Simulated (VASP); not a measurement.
A run of VASP 6.6.1 is set up as follows.

Contents of INCAR:

```
SYSTEM = MnO2
PREC = Accurate
ENCUT = 520
EDIFF = 1E-6
ISMEAR = -1
SIGMA = 0.05
LREAL = .FALSE.
LASPH = .TRUE.
NELM = 150
ALGO = Normal
ISIF = 2
LWAVE = .FALSE.
LCHARG = .FALSE.
ISPIN = 2
MAGMOM = 4 4 4 4 0 0 0 0 0 0 0 0
LORBIT = 11
NUPDOWN = 16.0
LMAXMIX = 4
GGA = PS
NBANDS = 66
```

Contents of KPOINTS:

```
regular mesh
0
G
  5 5 5
  0 0 0
```

File POSCAR:

```
MnO2
1.0
    0.0000000000      4.0199925062      4.0199925062
    4.0199925062      0.0000000000      4.0199925062
    4.0199925062      4.0199925062      0.0000000000
Mn O
4 8
Direct
    0.1250000000      0.1250000000      0.1250000000
    0.1250000000      0.1250000000      0.6250000000
    0.6250000000      0.1250000000      0.1250000000
    0.1250000000      0.6250000000      0.1250000000
    0.3609537633      0.3609537633      0.3609537633
    0.3609537633      0.3609537633      0.9171387100
    0.9171387100      0.3609537633      0.3609537633
    0.3609537633      0.9171387100      0.3609537633
    0.8890462367      0.8890462367      0.3328612900
    0.8890462367      0.8890462367      0.8890462367
    0.8890462367      0.3328612900      0.8890462367
    0.3328612900      0.8890462367      0.8890462367
```

Potentials or basis: VASP PAW PBE potentials, release 64 (Mn_pv, O).

Command:

```sh
$ cat potpaw_PBE.64/Mn_pv/POTCAR potpaw_PBE.64/O/POTCAR > POTCAR
$ mpirun -np 1 vasp_std > vasp.out
```

Question: What does it give for the pressure?

Answer: 13.6 GPa.

Question: Estimate the largest force.

Answer: 0.493 eV/Å.

Forces in eV/Å, atoms in the order of the input:
```
Mn   0.000  0.000  0.000
Mn   0.000  0.000  0.000
Mn   0.000  0.000  0.000
Mn   0.000  0.000  0.000
O    0.285  0.285  0.285
O   -0.285 -0.285  0.285
O    0.285 -0.285 -0.285
O   -0.285  0.285 -0.285
O    0.285  0.285 -0.285
O   -0.285 -0.285 -0.285
O    0.285 -0.285  0.285
O   -0.285  0.285  0.285
```

Caveat: the cell stands under pressure; the PAW data sets were made with another functional, which shifts forces and pressure a little; the total moment is fixed, so each spin has its own Fermi level and the state may be an excited one; the run started ferromagnetic, and an antiferromagnetic order may lie lower in energy.
